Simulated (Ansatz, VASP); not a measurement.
This is a calculation of Rh for Ansatz 0.2.0.

input.yaml

```yaml
crystal:
  lattice:
    - [0.0, 1.89785, 1.89785]
    - [1.89785, 0.0, 1.89785]
    - [1.89785, 1.89785, 0.0]
  atoms:
    - { symbol: Rh, position: [0.0, 0.0, 0.0] }
hamiltonian:
  xc: r2scan
  pseudopotentials: { kind: paw }
kpoints:
  mp_grid: { grid: [12, 12, 12] }
scf:
  occupations: { method: fermi_dirac, width: 0.05 }
output:
  forces: true
  stress: true
  eigenvalues: true
```

Potentials or basis: Ansatz PAW.

The run is started by

```bash
$ ansatz run input.yaml --threads 2 --pin off --max-ram 5632MiB --backend cpu --events-out ev --progress --plain --runs-dir out
```

Question: Translate it to VASP 6.6.1. Potentials there: VASP PAW PBE potentials, release 64 (Rh_sv_GW).

Answer: As run (the cutoff follows the program's own potentials):

POSCAR

```
Rh
1.0
    0.0000000000      1.8978500000      1.8978500000
    1.8978500000      0.0000000000      1.8978500000
    1.8978500000      1.8978500000      0.0000000000
Rh
1
Direct
    0.0000000000      0.0000000000      0.0000000000
```

INCAR.step1

```
PREC = Accurate ; ENCUT = 580
ISMEAR = -1 ; SIGMA = 0.05
LREAL = False ; LASPH = True
NELM = 120 ; NBANDS = 14
GGA = PE ; ALGO = Normal
EDIFF = 1E-5 ; LWAVE = True
LCHARG = False ; GGA_COMPAT = False
```

INCAR.step2

```
PREC = Accurate ; ENCUT = 580
EDIFF = 1E-6 ; ISMEAR = -1
SIGMA = 0.05 ; LREAL = False
LASPH = True ; NELM = 120
ALGO = Normal ; ISIF = 2
LWAVE = False ; LCHARG = False
METAGGA = R2SCAN ; LMIXTAU = True
NBANDS = 14 ; ISTART = 1
GGA_COMPAT = False
```

KPOINTS

```
Automatic mesh
0
Gamma
  12 12 12
```

Potentials or basis: VASP PAW PBE potentials, release 64 (Rh_sv_GW).

The run is started by

```console
$ cat potpaw_PBE.64/Rh_sv_GW/POTCAR > POTCAR
$ cp INCAR.step1 INCAR
$ mpirun -np 1 vasp_std > vasp.out
$ cp INCAR.step2 INCAR
$ mpirun -np 1 vasp_std > vasp.out
```

Both were run:

|  | VASP | Ansatz | Ansatz less VASP |
| --- | --- | --- | --- |
| gap on the k mesh at the Fermi level (eV) | none | none | - |
| pressure (GPa) | -0.8 | 0.8 | +1.63 |

VASP's potentials were made for PBE, not for r2SCAN. A gap of «none» marks a metal or a gap that the smearing closes. The functional is the same, so the differences come from potentials, cutoffs and numerics.
